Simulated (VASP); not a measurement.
Input of a VASP 6.6.1 run:

INCAR

```
SYSTEM = Ta
PREC     = Accurate       ! precision mode
ENCUT    = 520            ! plane-wave cutoff, eV
EDIFF    = 1E-7           ! SCF threshold, eV
ISMEAR   = -1             ! smearing method
SIGMA    = 0.1            ! smearing width, eV
LREAL    = .FALSE.        ! projectors in reciprocal space
LASPH    = .TRUE.         ! aspherical terms in the spheres
NELM     = 60             ! most SCF steps
ALGO     = Normal         ! electronic algorithm
ISIF     = 2              ! what is computed and relaxed
LWAVE    = .FALSE.        ! write WAVECAR
LCHARG   = .FALSE.        ! write CHGCAR
GGA      = RP             ! functional
NBANDS   = 12             ! bands
```

File KPOINTS:

```
Automatic mesh
0
G
  21 21 21
  0 0 0
```

The input POSCAR:

```
Ta
1.0
    0.0000000000      2.1237353023      2.1237353023
    2.1237353023      0.0000000000      2.1237353023
    2.1237353023      2.1237353023      0.0000000000
Ta
1
Direct
    0.0000000000      0.0000000000      0.0000000000
```

Potentials or basis: VASP PAW PBE potentials, release 64 (Ta_pv).

Launch:

```console
$ cat potpaw_PBE.64/Ta_pv/POTCAR > POTCAR
$ mpirun -np 1 vasp_std > vasp.out
```

(1) Estimate the pressure.

## Answers

(1) 0.1 GPa.

Caveat: the PAW data sets were made with another functional, which shifts forces and pressure a little.
